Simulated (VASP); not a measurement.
A run of VASP 6.6.1:

Contents of INCAR:

```
SYSTEM = BeSe2
ALGO = Normal
EDIFF = 1E-6
ENCUT = 600
GGA = PE
GGA_COMPAT = .FALSE.
ISIF = 2
ISMEAR = 0
LASPH = .TRUE.
LCHARG = .TRUE.
LELF = .TRUE.
LREAL = .FALSE.
LVHAR = .TRUE.
LWAVE = .FALSE.
NBANDS = 23
NELM = 120
PREC = Accurate
SIGMA = 0.2
```

File KPOINTS:

```
k-points
0
G
  3 3 3
  0 0 0
```

The input POSCAR:

```
BeSe2
1.0
    5.1653778413      0.0000000000      0.0000000000
    0.0000000000      5.1653778413      0.0000000000
    0.0000000000      0.0000000000      5.1351141326
Be Se
2 4
Direct
    0.5000000000      0.0000000000      0.0000000000
    0.0000000000      0.5000000000      0.5000000000
    0.2253166936      0.5000000000      0.0000000000
    0.7746833064      0.5000000000      0.0000000000
    0.5000000000      0.7746833064      0.5000000000
    0.5000000000      0.2253166936      0.5000000000
```

Potentials or basis: VASP PAW PBE potentials, release 64 (Be, Se).

The run is started by

```bash
$ cat potpaw_PBE.64/Be/POTCAR potpaw_PBE.64/Se/POTCAR > POTCAR
$ mpirun -np 1 vasp_std > vasp.out
```

Hardware: 1 thread of AMD EPYC 9R45 96-Core Processor (Zen 5), with other jobs on the host.

Estimate the wall time of this run.

Wall time 19 s on 1 thread of AMD EPYC 9R45 96-Core Processor (Zen 5) (shared host), peak memory 0.21 GiB. Counts: scf iterations 14, k points 6.
